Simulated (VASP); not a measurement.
Runs of VASP 6.6.1 on BaTe. The structure is that of space group Pm-3m (No. 221), or close to it. The cells are those of the table. 

```tsv
level	cell	gap on the mesh (eV)	pressure (GPa)
PBEsol	a = 4.340 Å, 2 atoms	0.83	-3.1
PBEsol	a = 4.094 Å, 2 atoms	0.37	2.8
PBEsol	a = 4.273 Å, 2 atoms	(c)	-1.9
r2SCAN	a = 4.132 Å, 2 atoms	(b)	3.9
PBEsol	a = 4.138 Å, 2 atoms	(a)	1.3
```

Alike in all rows: task single point; potentials or basis VASP PAW PBE potentials, release 64 (Ba_sv, Te); no spin polarisation; k mesh 6 × 6 × 6; cutoff (eV) 520; smearing gaussian 0.02 eV.

Q: Estimate the missing entries.

A: (a) 0.47; (b) 0.89; (c) 0.72.

Caveats: the PAW data sets were made with another functional, which shifts forces and pressure a little; spin-orbit coupling is left out, which moves the levels of the heavy elements.

A k mesh can miss the band edges, and the runs leave out spin-orbit coupling on Ba, Te.
